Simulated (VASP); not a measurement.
Write the native input for VASP 6.6.1 that does the following.

* Task: relaxation of shape and atoms at fixed volume
* Functional: r2SCAN
* Potentials or basis: VASP PAW PBE potentials, release 64 (Hf_pv)
* Cutoff: 600 eV
* k mesh: 15 × 15 × 8
* Occupations: gaussian, width 0.1 eV
* Spin: no spin polarisation
* Dipole correction: no
* Further INCAR settings: ALGO = Normal; EDIFF = 1e-07; IBRION = 2; EDIFFG = -0.01; NSW = 50; ISIF = 4

The system is Hf.

```
Hf
1.0
     3.16579    0.00000    0.00000
    -1.58289    2.74165    0.00000
     0.00000    0.00000    4.99475
Hf
2
Direct
  0.33333 0.66667 0.25000
  0.66667 0.33333 0.75000
```

These files were run (other wordings do the same):

POSCAR

```
Hf
1.0
    3.1657876137      0.0000000000      0.0000000000
   -1.5828938068      2.7416524964      0.0000000000
    0.0000000000      0.0000000000      4.9947522369
Hf
2
Direct
    0.3333333333      0.6666666667      0.2500000000
    0.6666666667      0.3333333333      0.7500000000
```

INCAR.step1

```
SYSTEM = Hf
PREC = Accurate ; ENCUT = 600
ISMEAR = 0 ; SIGMA = 0.1
LREAL = .False. ; LASPH = .True.
NELM = 60 ; GGA = PE
ALGO = Normal ; EDIFF = 1E-4
LWAVE = .True. ; LCHARG = .False.
```

INCAR.step2

```
SYSTEM = Hf
PREC = Accurate ; ENCUT = 600
EDIFF = 1E-7 ; ISMEAR = 0
SIGMA = 0.1 ; LREAL = .False.
LASPH = .True. ; NELM = 60
ALGO = Normal ; ISIF = 4
LWAVE = .False. ; LCHARG = .False.
METAGGA = R2SCAN ; LMIXTAU = .True.
IBRION = 2 ; NSW = 50
EDIFFG = -0.01 ; ISTART = 1
```

KPOINTS

```
Automatic mesh
0
Gamma
  15 15 8
  0 0 0
```

Potentials or basis: VASP PAW PBE potentials, release 64 (Hf_pv).

Run with:

```bash
$ cat potpaw_PBE.64/Hf_pv/POTCAR > POTCAR
$ cp INCAR.step1 INCAR
$ mpirun -np 1 vasp_std > vasp.out
$ cp INCAR.step2 INCAR
$ mpirun -np 1 vasp_std > vasp.out
```

It gave:

```json
{
  "Energy gained by relaxing": "0.0 meV/atom",
  "Ionic steps": "2",
  "Pressure after relaxing": "3.0 GPa",
  "Band gap on the k mesh": "zero (bands 10 and 11 overlap by 1.77 eV)"
}
```

Caveat: the PAW data sets were made with another functional, which shifts forces and pressure a little; spin-orbit coupling is left out, which moves the levels of the heavy elements.

Wall time 4.7 min on 1 thread of Intel(R) Xeon(R) 6975P-C (Granite Rapids) (shared host), peak memory 0.25 GiB.
